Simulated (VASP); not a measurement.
SnO2: single point with LDA

SnO2:

```xyz
12
Lattice="3.2638 1.8843 3.4689 -3.2638 1.8843 3.4689 0.0000 -3.7687 3.4689" Properties=species:S:1:pos:R:3 pbc="T T T"
Sn    0.0000    0.0000    8.9971
Sn    0.0000   -1.8844    5.5316
Sn   -1.6319    0.9422    5.5316
Sn    1.6319    0.9422    5.5316
O    -1.6309   -0.9416    4.7147
O     1.6309   -0.9416    4.7147
O     0.0000    1.8832    4.7147
O     0.0000    0.0000    6.3475
O     0.0000    0.0000    1.2472
O     0.0000   -1.8855    2.8771
O    -1.6329    0.9427    2.8771
O     1.6329    0.9427    2.8771
```

| Property | Result |
| --- | --- |
| Program | VASP 6.6.1 |
| Task | single point |
| Functional | LDA |
| Potentials or basis | VASP PAW LDA potentials, release 64 (Sn_d, O) |
| Cutoff | 520 eV |
| k mesh | 6 × 6 × 6 |
| Occupations | gaussian, width 0.05 eV |
| Spin | no spin polarisation |
| Dipole correction | no |
| Further INCAR settings | ALGO = Normal; EDIFF = 1e-06; NBANDS = 64 |

```
Pressure               : 17.2 GPa
Largest force          : 1.339 eV/Å
Band gap on the k mesh : 1.58 eV
```

Forces on the atoms (eV/Å):
```
Sn   0.000  0.000 -0.004
Sn   0.000 -0.010  0.001
Sn  -0.008  0.005  0.001
Sn   0.008  0.005  0.001
O    0.002  0.001 -1.333
O   -0.002  0.001 -1.333
O    0.000 -0.003 -1.333
O    0.000  0.000  1.339
O    0.000  0.000 -1.321
O    0.000 -0.003  1.327
O   -0.002  0.001  1.327
O    0.002  0.001  1.327
```

Stress tensor (GPa, compression positive):
```
18.62  0.00  0.00
 0.00 18.62  0.00
 0.00  0.00 14.36
```

Levels at points of the mesh, in eV from the valence-band top:
```
           k point  band 49  band 50  band 51  band 52  band 53  band 54  band 55  band 56
(0.00, 0.00, 0.00)    -0.13     0.00     0.00     0.00     1.58     4.55     4.55     4.55
(0.50, 0.00, 0.00)    -0.17    -0.17    -0.06    -0.06     4.29     4.30     5.83     5.83
(0.50, 0.50, 0.00)    -0.55    -0.55    -0.19    -0.19     5.10     5.10     5.83     5.83
(0.50, 0.50, 0.50)    -1.69    -1.51    -1.51    -1.51     4.62     6.06     6.06     6.06
```

Wall time 3.8 min on 1 thread of Intel(R) Xeon(R) Platinum 8488C (Sapphire Rapids), with other jobs on the host, peak memory 0.31 GiB.

Caveat: the cell stands under pressure; spin-orbit coupling is left out, which moves the levels of the heavy elements; forces of over 1 eV/Å act on the atoms, so gaps and moduli don't describe the material at rest.
